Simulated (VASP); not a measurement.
Si2B2C:

```
CELL_PARAMETERS angstrom
3.99762 0.00000 0.00000
-1.99881 3.46204 0.00000
0.00000 0.00000 4.10344
ATOMIC_POSITIONS crystal
Si 0.33333 0.66667 0.83686
Si 0.66667 0.33333 0.16314
B 0.33333 0.66667 0.34260
B 0.66667 0.33333 0.65740
C 0.00000 0.00000 0.00000
```

The cell was built from a structure type or drawn by symmetry, and may not be a known phase.

| Quantity | Value |
| --- | --- |
| Program | VASP 6.6.1 |
| Task | relaxation of cell and atoms |
| Functional | PBE |
| Potentials or basis | VASP PAW PBE potentials, release 64 (Si, B_h, C_h) |
| Cutoff | 910 eV |
| k mesh | 6 × 6 × 4 |
| Occupations | gaussian, width 0.1 eV |
| Spin | no spin polarisation |

At the start: pressure -10.9 GPa; volume 11.36 Å³/atom.

How do energy, volume and symmetry change on relaxing?

Over 51 steps the energy falls by 1196.6 meV/atom and the volume is 8.77 Å³/atom (-22.8 %); space group P-3m1 (No. 164, to 0.1 Å) before and after.

The path:
```tsv
step	energy change (eV)	largest force (eV/Å)	pressure (GPa)	volume (Å³)
1	0.0000	0.3100	-10.87	56.79
3	-0.2968	0.3755	3.19	49.80
5	-0.0233	4.3184	44.98	41.28
7	-0.6245	0.5685	14.44	45.69
9	-0.7913	0.4080	-2.73	50.56
11	-0.7948	0.2913	-1.05	49.87
13	-0.8072	0.2120	-0.28	49.67
15	-0.8076	1.0835	1.79	49.42
17	-0.8163	0.5937	0.97	49.54
19	-0.8402	0.8687	1.20	49.50
21	-1.0506	2.1272	1.45	49.29
23	-1.3475	6.8586	7.10	48.76
25	-1.3946	5.6110	5.43	48.88
27	-1.4004	5.9262	5.73	48.87
29	-1.4013	6.1454	5.95	48.86
31	-1.4182	6.1434	5.86	48.86
33	-1.4941	6.1339	5.44	48.87
35	-1.7905	6.0972	3.70	48.92
37	-2.8734	5.9749	-3.04	49.01
39	-4.6272	4.9407	-10.55	47.78
41	-5.0598	4.6295	-12.18	47.69
43	-5.8182	1.5638	-8.82	45.20
45	-5.9492	0.6113	3.34	42.91
47	-5.9671	0.4294	2.06	43.24
49	-5.9816	0.1454	0.03	43.80
51	-5.9832	0.0315	-0.25	43.87
```

Final structure:
```xyz
5
Lattice="2.9791 0.0000 0.0000 -1.4895 2.5800 0.0000 0.0000 0.0000 5.7076" Properties=species:S:1:pos:R:3 pbc="T T T"
Si    0.0000    1.7200    4.5660
Si    1.4895    0.8600    1.1416
B     0.0000    1.7200    2.5988
B     1.4895    0.8600    3.1088
C     0.0000    0.0000    0.0000
```

Caveat: the k points lie up to 0.41 Å⁻¹ apart in the final cell, too coarse for converged energies and pressures of a metal; the cutoff is under 1.25 times the usual one of these potentials, so pressure, stress and relaxed cells hold a basis-set (Pulay) error; the volume moved by over 15 % at a fixed basis, so the end points are rough.
